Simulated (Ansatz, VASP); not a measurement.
**Ti3SiO8 in VASP and in Ansatz**

Contents of POSCAR:

```
Ti3SiO8
1.0
    3.1702594846     -3.1787469698      0.0000000000
    3.1702594846      3.1787469698      0.0000000000
    0.0000000000      0.0000000000      5.7867068791
Ti O Si
3 8 1
Direct
    0.5000000000      0.5000000000      0.2559920763
    0.0000000000      0.0000000000      0.0000000000
    0.5000000000      0.5000000000      0.7440079237
    0.1878077288      0.1878077288      0.2704360987
    0.8121922712      0.8121922712      0.2704360987
    0.6950829040      0.3049170960      0.0000000000
    0.3049170960      0.6950829040      0.0000000000
    0.1878077288      0.1878077288      0.7295639013
    0.8121922712      0.8121922712      0.7295639013
    0.7095489334      0.2904510666      0.5000000000
    0.2904510666      0.7095489334      0.5000000000
    0.0000000000      0.0000000000      0.5000000000
```

File INCAR.step1:

```
SYSTEM = Ti3SiO8
PREC = Accurate
ENCUT = 520
ISMEAR = 0
SIGMA = 0.01
LREAL = .FALSE.
LASPH = .TRUE.
NELM = 80
NBANDS = 56
GGA = PE
ALGO = Normal
EDIFF = 1E-4
LWAVE = .TRUE.
LCHARG = .FALSE.
```

The input INCAR.step2:

```
SYSTEM = Ti3SiO8
PREC = Accurate
ENCUT = 520
EDIFF = 1E-6
ISMEAR = 0
SIGMA = 0.01
LREAL = .FALSE.
LASPH = .TRUE.
NELM = 80
ALGO = Normal
ISIF = 2
LWAVE = .FALSE.
LCHARG = .TRUE.
METAGGA = R2SCAN
LMIXTAU = .TRUE.
LELF = .TRUE.
LVHAR = .TRUE.
NBANDS = 56
ISTART = 1
```

KPOINTS

```
regular mesh
0
G
  6 6 4
  0 0 0
```

Input for Ansatz:

```yaml
crystal:
  lattice:
    - [3.1702594846, -3.1787469698, 0.0]
    - [3.1702594846, 3.1787469698, 0.0]
    - [0.0, 0.0, 5.7867068791]
  atoms:
    - { symbol: Ti, position: [0.5, 0.5, 0.2559920763] }
    - { symbol: Ti, position: [0.0, 0.0, 0.0] }
    - { symbol: O, position: [0.1878077288, 0.1878077288, 0.2704360987] }
    - { symbol: O, position: [0.8121922712, 0.8121922712, 0.2704360987] }
    - { symbol: O, position: [0.695082904, 0.304917096, 0.0] }
    - { symbol: O, position: [0.304917096, 0.695082904, 0.0] }
    - { symbol: Ti, position: [0.5, 0.5, 0.7440079237] }
    - { symbol: Si, position: [0.0, 0.0, 0.5] }
    - { symbol: O, position: [0.1878077288, 0.1878077288, 0.7295639013] }
    - { symbol: O, position: [0.8121922712, 0.8121922712, 0.7295639013] }
    - { symbol: O, position: [0.7095489334, 0.2904510666, 0.5] }
    - { symbol: O, position: [0.2904510666, 0.7095489334, 0.5] }
kpoints:
  mp_grid: { grid: [6, 6, 4] }
  band_path:
    path:
      - [0.0, 0.0, 0.0]
      - [-0.5, 0.5, 0.0]
      - [0.0, 0.0, 0.5]
      - [0.498666746, 0.498666746, 0.5]
      - [-0.498666746, 0.501333254, 0.5]
      - [0.0, 0.5, 0.0]
    npoints: 1
hamiltonian:
  xc: r2scan
scf:
  occupations: { method: fixed }
  n_extra_bands: 7
output:
  forces: true
  stress: true
  eigenvalues: true
```

Alike in both runs: task single point; functional r2SCAN; k mesh 6 × 6 × 4; no spin polarisation.

```csv
,VASP,Ansatz
version,VASP 6.6.1,Ansatz 0.2.0
potentials or method,"VASP PAW PBE potentials, release 64 (Ti_sv, O, Si)","plane waves, PAW"
plane-wave cutoff (eV),520,500
occupations,"gaussian, width 0.01 eV",fixed
valence electrons in the cell,88,88
```

```csv
,VASP,Ansatz,Ansatz less VASP
gap on the k mesh at the Fermi level (eV),1.99,1.97,-0.014
pressure (GPa),1.1,0.0,-1.09
rms of the force components (eV/Å),0.020,0.000,-0.0200
```

VASP's potentials were made for PBE, not for r2SCAN.
